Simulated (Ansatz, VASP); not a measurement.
## Ge in VASP and in Ansatz

Contents of INCAR:

```
PREC = Accurate
ENCUT = 600
EDIFF = 1E-6
ISMEAR = -1
SIGMA = 0.05
LREAL = False
LASPH = True
NELM = 60
ALGO = Normal
ISIF = 3
LWAVE = False
LCHARG = False
GGA = PS
IBRION = 2
NSW = 60
EDIFFG = -0.01
```

The input KPOINTS:

```
Automatic mesh
0
Gamma
  10 10 6
```

POSCAR

```
Ge
1.0
    1.4880529250     -2.5946896100      0.0000000000
    1.4880529250      2.5946896100      0.0000000000
    0.0000000000      0.0000000000      4.7275957900
Ge
2
Direct
    0.3334466300      0.6665533700      0.2500000000
    0.6665533700      0.3334466300      0.7500000000
```

input.yaml

```yaml
crystal:
  lattice:
    - [1.488052925, -2.59468961, 0.0]
    - [1.488052925, 2.59468961, 0.0]
    - [0.0, 0.0, 4.72759579]
  atoms:
    - { symbol: Ge, position: [0.33344663, 0.66655337, 0.25] }
    - { symbol: Ge, position: [0.66655337, 0.33344663, 0.75] }
hamiltonian:
  xc: pbesol
  pseudopotentials: { kind: paw }
kpoints:
  mp_grid: { grid: [10, 10, 6] }
scf:
  occupations: { method: fermi_dirac, width: 0.05 }
output:
  forces: true
  stress: true
  eigenvalues: true
relax:
  f_tol: 0.01
  max_steps: 40
  cell: { stress_tol: 0.05 }
```

Alike in both runs: task relaxation of cell and atoms; functional PBEsol; k mesh 10 × 10 × 6; occupations fermi-dirac, width 0.05 eV; no spin polarisation.

|  | VASP | Ansatz |
| --- | --- | --- |
| version | VASP 6.6.1 | Ansatz 0.2.0 |
| potentials or method | VASP PAW PBE potentials, release 64 (Ge_d) | Ansatz PAW |
| plane-wave cutoff (eV) | 600 | 420 |
| valence electrons in the cell | 28 | 28 |

Ansatz gave:

- gap on the k mesh at the Fermi level, each at its own relaxed structure (eV): none
- relaxed volume (Å³/atom): 18.36
- relaxed length of the cell vector where the two differ most in proportion (Å): 5.219

Question: Estimate VASP's values.

Answer: gap on the k mesh at the Fermi level, each at its own relaxed structure (eV): none; relaxed volume (Å³/atom): 18.37; relaxed length of the cell vector where the two differ most in proportion (Å): 4.816.

VASP's potentials were made for PBE, not for PBEsol. A gap of «none» marks a metal or a gap that the smearing closes.

Noted on Ansatz's run: the plane-wave basis is chosen anew once the cell has moved, so the energies of steps on either side of that aren't comparable.
